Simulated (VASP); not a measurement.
Runs of VASP 6.6.1 on RbCl. The structure is that of space group Fm-3m (No. 225), or close to it. The cells are those of the table. 

```tsv
level	potentials or basis	cell	gap on the mesh (eV)	pressure (GPa)
LDA	VASP PAW LDA potentials, release 64 (Rb_sv, Cl)	a = 4.536 Å, angles 60.0°, 2 atoms	4.80	-0.3
LDA	VASP PAW LDA potentials, release 64 (Rb_sv, Cl)	a = 4.630 Å, angles 60.0°, 2 atoms	4.60	-1.4
LDA	VASP PAW LDA potentials, release 64 (Rb_sv, Cl)	a = 4.661 Å, angles 60.0°, 2 atoms	(a)	(c)
PBE	VASP PAW PBE potentials, release 64 (Rb_sv, Cl)	a = 4.661 Å, angles 60.0°, 2 atoms	(b)	0.8
LDA	VASP PAW LDA potentials, release 64 (Rb_sv, Cl)	a = 4.568 Å, angles 60.0°, 2 atoms	4.73	-0.7
```

Alike in all rows: task single point; no spin polarisation; k mesh 7 × 7 × 7; cutoff (eV) 500; smearing fermi-dirac 0.05 eV.

Task: Fill in the values left out.

Result: (a) 4.54; (b) 4.98; (c) -1.7.

Caveats: an odd mesh through Γ misses points on the zone boundary, where band edges can lie (at least some runs).

A k mesh can miss the band edges, and the runs leave out spin-orbit coupling on Rb.
